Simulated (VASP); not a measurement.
Set up this calculation in VASP 6.6.1, as the native input.

```yaml
Task: single point
Functional: LDA
Potentials_or_basis: VASP PAW LDA potentials, release 64 (B, N)
Cutoff: 520 eV
k_mesh: 12 × 12 × 4
Occupations: fermi-dirac, width 0.02 eV
Spin: no spin polarisation
Dipole_correction: no
Further_INCAR_settings: ALGO = Normal; EDIFF = 1e-06; NBANDS = 26
```

The structure of BN lies in POSCAR:

```
BN
1.0
    2.5273396424      0.0000000000      0.0000000000
   -1.2636698212      2.1887403343      0.0000000000
    0.0000000000      0.0000000000      8.3087639479
B N
4 4
Direct
    0.0000000000      0.0000000000      0.0004221322
    0.3333333333      0.6666666667      0.2496999200
    0.0000000000      0.0000000000      0.5004221322
    0.6666666667      0.3333333333      0.7496999200
    0.0000000000      0.0000000000      0.1869624517
    0.3333333333      0.6666666667      0.4379154961
    0.0000000000      0.0000000000      0.6869624517
    0.6666666667      0.3333333333      0.9379154961
```

These files were run (other wordings do the same):

INCAR

```
ALGO     = Normal         # electronic algorithm
EDIFF    = 1E-6           # SCF threshold, eV
ENCUT    = 520            # plane-wave cutoff, eV
ISIF     = 2              # what is computed and relaxed
ISMEAR   = -1             # smearing method
LASPH    = T              # aspherical terms in the spheres
LCHARG   = T              # write CHGCAR
LELF     = T              # ELF
LREAL    = F              # projectors in reciprocal space
LVHAR    = T            
LWAVE    = F              # write WAVECAR
NBANDS   = 26             # bands
NELM     = 60             # most SCF steps
PREC     = Accurate       # precision mode
SIGMA    = 0.02           # smearing width, eV
```

KPOINTS

```
k-points
0
Gamma
  12 12 4
```

Potentials or basis: VASP PAW LDA potentials, release 64 (B, N).

Launch:

```sh
$ cat potpaw_LDA.64/B/POTCAR potpaw_LDA.64/N/POTCAR > POTCAR
$ mpirun -np 1 vasp_std > vasp.out
```

It gave:

```
Pressure               : 1.0 GPa
Band gap on the k mesh : 5.46 eV (least direct gap 7.55 eV)
```

Run time: 100 s on 1 thread of Intel Xeon 8259CL, with other jobs on the host, peak memory 0.17 GiB.
